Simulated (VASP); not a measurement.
# Si (a cell with a defect) in VASP: a series of runs

Si (a cell with a defect) is run at these levels: LDA; tasks: single point.

Everything below comes from runs of VASP 6.6.1. Logs are shortened: lines on timing, memory, paths and dates and some standing lists are left out, and cuts for length are marked.

## 1. The cell of the first run

The cell holds a defect, 63 atoms: a = 10.860 Å, b = 10.860 Å, c = 10.860 Å, α = 90.00°, β = 90.00°, γ = 90.00°.

## 2. Single point, LDA, collinear spin, zero start

Contents of INCAR:

```
SYSTEM = Si
ALGO     = Normal         ! electronic algorithm
EDIFF    = 1E-7           ! SCF threshold, eV
ENCUT    = 520            ! plane-wave cutoff, eV
GGA      = CA             ! functional
ISIF     = 2              ! what is computed and relaxed
ISMEAR   = -1             ! smearing method
ISPIN    = 2              ! spin polarisation
LASPH    = .TRUE.         ! aspherical terms in the spheres
LCHARG   = .FALSE.        ! write CHGCAR
LORBIT   = 11             ! projections on sites
LREAL    = Auto         
LWAVE    = .FALSE.        ! write WAVECAR
MAGMOM   = 0 0 0 0 0 0 0 0 0 0 0 0 0 0 0 0 0 0 0 0 0 0 0 0 0 0 0 0 0 0 0 0 0 0 0 0 0 0 0 0 0 0 0 0 0 0 0 0 0 0 0 0 0 0 0 0 0 0 0 0 0 0 0 ! initial moments
NBANDS   = 167            ! bands
NELECT   = 251.0        
NELM     = 150            ! most SCF steps
PREC     = Accurate       ! precision mode
SIGMA    = 0.05           ! smearing width, eV
```

Contents of KPOINTS:

```
k-points
0
G
  1 1 1
  0 0 0
```

Contents of POSCAR:

```
Si
1.0
   10.8600000000      0.0000000000      0.0000000000
    0.0000000000     10.8600000000      0.0000000000
    0.0000000000      0.0000000000     10.8600000000
Si
63
Direct
    0.5003176796     -0.0012506446      0.0022345304
    0.6248411602      0.1254187845      0.1252997238
    0.7498466851      0.2500385820      0.0002926335
    0.8739227440      0.3752429098      0.1255818600
    0.7479083794     -0.0012514733      0.2498186924
    0.8758374770      0.1248216390      0.3746556169
   -0.0036875691     -0.0038621547      0.0001857274
    0.1242486188      0.1240681400      0.1253482505
    0.2517037753      0.2515206262      0.0014783610
    0.3805492634      0.3803697053      0.1241909761
    0.5083494475      0.5081715470     -0.0005102210
    0.6549624309      0.6547852670      0.0951987109
    0.8722810313      0.8721008287      0.1279998158
    0.2501659300     -0.0003142726      0.2498969613
    0.3757005525      0.1254055249      0.3744442910
    0.5006111418      0.2517491713      0.2495369245
    0.6259544199      0.3803634438      0.3696088398
    0.7506616022      0.5081574586      0.2418147330
    0.8739202578      0.6243870166      0.3747352670
    0.5002495396     -0.0003129834      0.4999794659
    0.6247958564      0.1240652855      0.6259063536
    0.7486664825      0.2515121547      0.4984502762
    0.8758375691      0.3753036832      0.6251439227
    0.7499550645     -0.0038674033      0.7538427256
    0.8740962247      0.1239642726      0.8760487109
   -0.0010806630      0.5001495396      0.0022363720
    0.1255865562      0.6246703499      0.1253026703
    0.2502049724      0.7496786372      0.0002968692
    0.3754109576      0.8737560773      0.1255840700
   -0.0001350829      0.2499932781      0.2498869245
    0.1255795580      0.3755300184      0.3744396869
    0.2519243094      0.5004332413      0.2495278085
    0.3805551565      0.6257724678      0.3695845304
    0.5083468692      0.7504903315      0.2417931860
    0.6245595764      0.8737558932      0.3747283610
   -0.0007278085     -0.0009000000      0.5005256906
    0.1250035912      0.1248362799      0.6251365562
    0.2502119705      0.2500430018      0.4999305709
    0.3756977901      0.3755322284      0.6245649171
    0.5006085635      0.5004366483      0.4982200737
    0.6248380295      0.6246706262      0.6245545120
    0.7498418969      0.7496786372      0.4999340700
    0.8740916206      0.8739288214      0.6260041436
    0.2496174033     -0.0009020258      0.7508640884
    0.3754834254      0.1248226519      0.8743018416
    0.5002523020      0.2499978821      0.7502790055
    0.6245620626      0.3752463168      0.8762175875
    0.7479093002      0.5001440147      0.7512140884
    0.8722837937      0.6219744015      0.8778529466
   -0.0010781768      0.7477329650      0.2498325967
    0.1250003683      0.8756584715      0.3746682320
   -0.0001369245      0.5000793738      0.4999781768
    0.1242483425      0.6246214549      0.6258999079
    0.2517059853      0.7484807551      0.4984406077
    0.3754835175      0.8756541436      0.6251459484
   -0.0007255985      0.2494436464      0.7508750460
    0.1249969613      0.3753093923      0.8743163904
    0.2501647330      0.5000778085      0.7502885820
    0.3754116022      0.6243857274      0.8762279926
    0.5003160221      0.7477305709      0.7512282689
    0.6221480663      0.8720898711      0.8778805709
   -0.0036839779      0.7497922652      0.7538231123
    0.1241395948      0.8739277164      0.8760435543
```

Potentials or basis: VASP PAW LDA potentials, release 64 (Si).

Launch:

```
$ cat potpaw_LDA.64/Si/POTCAR > POTCAR
$ mpirun -np 1 vasp_gam > vasp.out
```

OUTCAR:

```text
SYSTEM = Si
   EDIFF = 1E-7
   ENCUT = 520
   GGA = CA
   ISIF = 2
   ISMEAR = -1
   ISPIN = 2
   LASPH = .TRUE.
   LORBIT = 11
   LREAL = Auto
   NELECT = 251.0
   NELM = 150
   PREC = Accurate

 ion  position               nearest neighbor table
   1  0.500  0.999  0.002-  61 2.34  29 2.34   2 2.35  45 2.38
   2  0.625  0.125  0.125-   5 2.35   1 2.35   3 2.35  16 2.35
   3  0.750  0.250  0.000-  47 2.35   4 2.35  25 2.35   2 2.35
   4  0.874  0.375  0.126-  18 2.34  26 2.34   3 2.35  30 2.35
   5  0.748  0.999  0.250-  13 2.34  35 2.34   2 2.35   6 2.38
   6  0.876  0.125  0.375-  30 2.34  36 2.35  22 2.37   5 2.38
   7  0.996  0.996  0.000-  63 2.35  25 2.35  13 2.36   8 2.39
   8  0.124  0.124  0.125-  30 2.35  14 2.35   9 2.38   7 2.39
   9  0.252  0.252  0.001-  45 2.37  57 2.37   8 2.38  10 2.39
  10  0.381  0.380  0.124-  32 2.35  16 2.35  11 2.38   9 2.39
  11  0.508  0.508  0.999-  47 2.34  59 2.34  10 2.38  12 2.48
  12  0.655  0.655  0.095-  34 2.48  11 2.48  18 2.48
  13  0.872  0.872  0.128-   5 2.34  50 2.34   7 2.36
  14  0.250  1.000  0.250-  51 2.34   8 2.35  29 2.35  15 2.36
  15  0.376  0.125  0.374-  38 2.36  14 2.36  20 2.36  16 2.36
  16  0.501  0.252  0.250-  10 2.35  17 2.35   2 2.35  15 2.36
  17  0.626  0.380  0.370-  16 2.35  40 2.35  18 2.38  22 2.39
[... 32 lines left out ...]
  50  0.999  0.748  0.250-  13 2.34  19 2.34  27 2.35  51 2.38
  51  0.125  0.876  0.375-  14 2.34  36 2.35  54 2.37  50 2.38
  52  1.000  0.500  0.500-  23 2.34  53 2.35  19 2.35  31 2.36
  53  0.124  0.625  0.626-  58 2.35  52 2.35  54 2.38  62 2.39
  54  0.252  0.748  0.498-  51 2.37  55 2.37  53 2.38  33 2.39
  55  0.375  0.876  0.625-  20 2.34  44 2.35  54 2.37  60 2.38
  56  0.999  0.249  0.751-  23 2.35  57 2.35  25 2.36  37 2.36
  57  0.125  0.375  0.874-  58 2.34  56 2.35   9 2.37  26 2.38
  58  0.250  0.500  0.750-  57 2.34  53 2.35  59 2.35  39 2.36
  59  0.375  0.624  0.876-  11 2.34  60 2.34  28 2.35  58 2.35
  60  0.500  0.748  0.751-  61 2.34  59 2.34  41 2.35  55 2.38
  61  0.622  0.872  0.878-  60 2.34   1 2.34  24 2.36
  62  0.996  0.750  0.754-  63 2.35  43 2.35  49 2.36  53 2.39
  63  0.124  0.874  0.876-  62 2.35   7 2.35  28 2.35  44 2.36

  LATTYP: Found a simple cubic cell.
 ALAT       =    10.8600000000

  Lattice vectors:

 A1 = (  10.8600000000,   0.0000000000,   0.0000000000)
 A2 = (   0.0000000000,  10.8600000000,   0.0000000000)
 A3 = (   0.0000000000,   0.0000000000,  10.8600000000)

Analysis of symmetry for initial positions (statically):
=====================================================================
 Subroutine PRICEL returns:
 Original cell was already a primitive cell.

 Routine SETGRP: Setting up the symmetry group for a
 simple cubic supercell.

 Subroutine GETGRP returns: Found  1 space group operations
 (whereof  1 operations were pure point group operations)
 out of a pool of 48 trial point group operations.

The static configuration has the point symmetry C_1 .

Analysis of symmetry for dynamics (positions and initial velocities):
=====================================================================
 Subroutine PRICEL returns:
 Original cell was already a primitive cell.

 Routine SETGRP: Setting up the symmetry group for a
 simple cubic supercell.

 Subroutine GETGRP returns: Found  1 space group operations
 (whereof  1 operations were pure point group operations)
 out of a pool of 48 trial point group operations.

The dynamic configuration has the point symmetry C_1 .

Analysis of structural, dynamic, and magnetic symmetry:
=====================================================================
 Subroutine PRICEL returns:
 Original cell was already a primitive cell.

 Routine SETGRP: Setting up the symmetry group for a
[... 206 lines left out ...]
   EDIFFG = 0.1E-05   stopping-criterion for IOM
   NSW    =      0    number of steps for IOM
   IBRION =     -1    ionic relax: 0-MD 1-quasi-New 2-CG
   NFREE  =      0    steps in history (QN), initial steepest desc. (CG)
   ISIF   =      2    stress and relaxation
   ISYM   =      2    0-nonsym 1-usesym 2-fastsym
   POTIM  = 0.5000    time-step for ionic-motion
   TEBEG  =    0.0;   TEEND  =   0.0 temperature during run
   PSTRESS=    0.0 pullay stress
   NELECT =     251.0000    total number of electrons
   NUPDOWN=      -1.0000    fix difference up-down
   EMIN   =  10.00;   EMAX   =-10.00  energy-range for DOS
   EFERMI =   0.00;   METHOD = LEGACY
   ISMEAR =    -1;   SIGMA  =   0.05  broadening in eV -4-tet -1-fermi 0-gaus
   EFERMI_NEDOS =   21; number of points for ismear=-14 and -15
   IALGO  =     38    algorithm
   IMIX   =      4    mixing-type and parameters
     AMIX     =   0.40;   BMIX     =  1.00
     AMIX_MAG =   1.60;   BMIX_MAG =  1.00
  volume/ion in A,a.u.               =      20.33       137.20
  Fermi-wavevector in a.u.,A,eV,Ry     =   0.950903  1.796946 12.302614  0.904217
  Thomas-Fermi vector in A             =   2.079323
   LORBIT       =     11    0 simple, 1 ext, 2 COOP (PROOUT), +10 PAW based schemes
   GGA     = CA    functional components
   LHFCALC =     F    Hartree Fock is set to
   AEXX    =    0.0000 exact exchange contribution
   IVDW    =     0    specifies the selected vdW correction
   LEPSILON=     F    determine dielectric tensor
   LRPA    =     F    only Hartree local field effects (RPA)
 spin polarized calculation
  energy-cutoff  :      520.00
  volume of cell :     1280.82
 maximum number of plane-waves:     17229
 NGX is ok and might be reduce to    84
   NGX = 41   NGY = 41   NGZ = 41

 number of electron     250.9999983 magnetization       0.0000127

 number of electron     250.9999983 magnetization      -0.0000146

 Free energy of the ion-electron system (eV)
  ---------------------------------------------------
  ext. energy  EPLUGINS =         0.00000000
  ---------------------------------------------------
  free energy    TOTEN  =      -371.35422190 eV

  energy without entropy =     -371.20431758  energy(sigma->0) =     -371.27926974

 E-fermi :   6.0730     XC(G=0):  -9.5301

 val. band max:        5.3652741691   @ k =   0.0000   0.0000   0.0000
 cond. band min:       6.1394815927   @ k =   0.0000   0.0000   0.0000
 fundamental gap:      0.7742074236
 Fermi energy:         6.0729760140

 spin component 1

 k-point     1 :       0.0000    0.0000    0.0000
  band No.  band energies     occupation
      1      -6.2457      1.00000
      2      -5.2083      1.00000
      3      -5.2082      1.00000
      4      -5.1896      1.00000
      5      -5.1895      1.00000
      6      -5.1634      1.00000
[... 129 lines left out ...]
    136       6.7302      0.00000
    137       6.7896      0.00000
 Fermi energy:         6.0729760140

 spin component 2

 k-point     1 :       0.0000    0.0000    0.0000
  band No.  band energies     occupation
      1      -6.2457      1.00000
      2      -5.2083      1.00000
      3      -5.2082      1.00000
      4      -5.1896      1.00000
      5      -5.1895      1.00000
      6      -5.1634      1.00000
[... 129 lines left out ...]
    136       6.7302      0.00000
    137       6.7896      0.00000
 [bands above 137 left out]

------------------------ aborting loop because EDIFF is reached ----------------------------------------

  FORCE on cell =-STRESS in cart. coord.  units (eV):
  Direction    XX          YY          ZZ          XY          YZ          ZX
  --------------------------------------------------------------------------------------
  -------------------------------------------------------------------------------------
  Total      -23.2110931    -23.2178957    -23.2114579     -1.6656013      1.6649858      1.6593886
  in kB      -29.0346570    -29.0431663    -29.0351134     -2.0834935      2.0827236      2.0757220
  external PRESSURE =     -29.0376455 kB  Pullay stress =       0.0000000 kB

 VOLUME and BASIS-vectors are now :
 -----------------------------------------------------------------------------
  energy-cutoff  :      520.00
  volume of cell :     1280.82
      direct lattice vectors                 reciprocal lattice vectors
    10.860000000  0.000000000  0.000000000     0.092081031  0.000000000  0.000000000
     0.000000000 10.860000000  0.000000000     0.000000000  0.092081031  0.000000000
     0.000000000  0.000000000 10.860000000     0.000000000  0.000000000  0.092081031

 POSITION                                       TOTAL-FORCE (eV/Angst)
 -----------------------------------------------------------------------------------
      5.43345     10.84642      0.02427        -0.029933      0.039865     -0.009629
      6.78577      1.36205      1.36076         0.015000     -0.000708     -0.015990
      8.14334      2.71542      0.00318        -0.000438     -0.024591      0.003160
      9.49080      4.07514      1.36382         0.054220     -0.048005      0.010082
      8.12229     10.84641      2.71303         0.009319      0.039922      0.029699
      9.51160      1.35556      4.06876         0.034483     -0.006648      0.026848
[... 55 lines left out ...]
     10.81999      8.14274      8.18652         0.046696      0.045333     -0.046133
      1.34816      9.49086      9.51383         0.013368     -0.007734      0.008073
 -----------------------------------------------------------------------------------
    total drift:                               -0.003976     -0.022714      0.016701

  FREE ENERGIE OF THE ION-ELECTRON SYSTEM (eV)
  ---------------------------------------------------
  free  energy   TOTEN  =      -371.3542219006 eV

  energy  without entropy=     -371.2043175781  energy(sigma->0) =     -371.27926974

 total charge

# of ion       s       p       d       tot
------------------------------------------
    1        0.749   0.953   0.000   1.702
    2        0.745   0.964   0.000   1.709
    3        0.744   0.965   0.000   1.710
    4        0.746   0.965   0.000   1.711
    5        0.749   0.953   0.000   1.702
    6        0.752   0.942   0.000   1.694
[... 55 lines left out ...]
   62        0.748   0.944   0.000   1.693
   63        0.745   0.962   0.000   1.707
--------------------------------------------------
tot         47.320  59.465   0.000 106.785

 magnetization (x)

# of ion       s       p       d       tot
------------------------------------------
    1        0.000   0.000   0.000   0.000
    2        0.000   0.000   0.000   0.000
    3        0.000   0.000   0.000   0.000
    4        0.000   0.000   0.000   0.000
    5        0.000   0.000   0.000   0.000
    6        0.000  -0.000   0.000   0.000
[... 55 lines left out ...]
   62       -0.000  -0.000   0.000  -0.000
   63        0.000  -0.000   0.000   0.000
--------------------------------------------------
tot          0.000   0.000   0.000   0.000
```

Wall time 6.1 min (1 thread of Intel Xeon 6975P-C (Granite Rapids), shared host); peak memory 0.89 GiB.

What came out:

| Item | Value |
| --- | --- |
| Free energy | -371.3542 eV |
| Largest force | 0.768 eV/Å |
| Net moment | 0.00 μB per cell |
| Valence electrons inside the program's atomic spheres | Si 1.70, 1.71, 1.69, 1.68, 1.57, 1.65 (each value once) |

Forces on the atoms (eV/Å):
```
Si  -0.030  0.040 -0.010
Si   0.015 -0.001 -0.016
Si   0.000 -0.025  0.003
Si   0.054 -0.048  0.010
Si   0.009  0.040  0.030
Si   0.034 -0.007  0.027
Si   0.047  0.047 -0.045
Si   0.028  0.027  0.053
Si   0.011  0.012 -0.100
Si  -0.070 -0.069  0.109
Si   0.180  0.181  0.014
Si  -0.440 -0.446  0.444
Si   0.037  0.038  0.000
Si   0.002 -0.008  0.021
Si  -0.028  0.046  0.027
Si   0.005 -0.011 -0.006
Si  -0.110 -0.069  0.070
Si  -0.013  0.181 -0.181
Si   0.055 -0.010  0.048
Si  -0.020 -0.007  0.000
Si  -0.053  0.027 -0.027
Si   0.102  0.011 -0.011
Si   0.034 -0.027  0.007
Si   0.045  0.047 -0.046
Si  -0.009  0.015  0.008
Si   0.039 -0.029 -0.010
Si   0.001  0.015 -0.014
Si  -0.023 -0.001  0.001
Si  -0.048  0.054  0.009
Si  -0.009  0.000  0.019
Si   0.045 -0.027  0.028
Si  -0.011  0.006 -0.006
Si  -0.070 -0.109  0.070
Si   0.180 -0.014 -0.180
Si  -0.010  0.054  0.048
Si   0.031  0.031  0.028
Si   0.001  0.003 -0.003
Si   0.005  0.001 -0.002
Si  -0.028 -0.027 -0.046
Si   0.006  0.006  0.011
Si   0.015  0.015  0.000
Si   0.000 -0.003  0.024
Si  -0.009 -0.008 -0.015
Si  -0.028  0.031 -0.031
Si  -0.028 -0.007 -0.034
Si  -0.020  0.000  0.008
Si  -0.011 -0.048 -0.054
Si   0.009 -0.029 -0.040
Si   0.038  0.000 -0.038
Si   0.039  0.010  0.029
Si  -0.007  0.032  0.028
Si  -0.010 -0.019 -0.001
Si   0.027 -0.053 -0.028
Si   0.012  0.101 -0.011
Si  -0.028  0.033  0.007
Si   0.031 -0.027 -0.030
Si  -0.007 -0.028 -0.033
Si   0.002 -0.021  0.008
Si  -0.047 -0.011 -0.054
Si  -0.030  0.010 -0.040
Si   0.001  0.038 -0.038
Si   0.047  0.045 -0.046
Si   0.013 -0.008  0.008
```

Caveat: the k points lie up to 0.58 Å⁻¹ apart; the cell carries a net charge on a neutralising background, which shifts energy and pressure; the cell is charged against a uniform background, so pressure and absolute levels hang on convention.

[end of part 1 of 2]
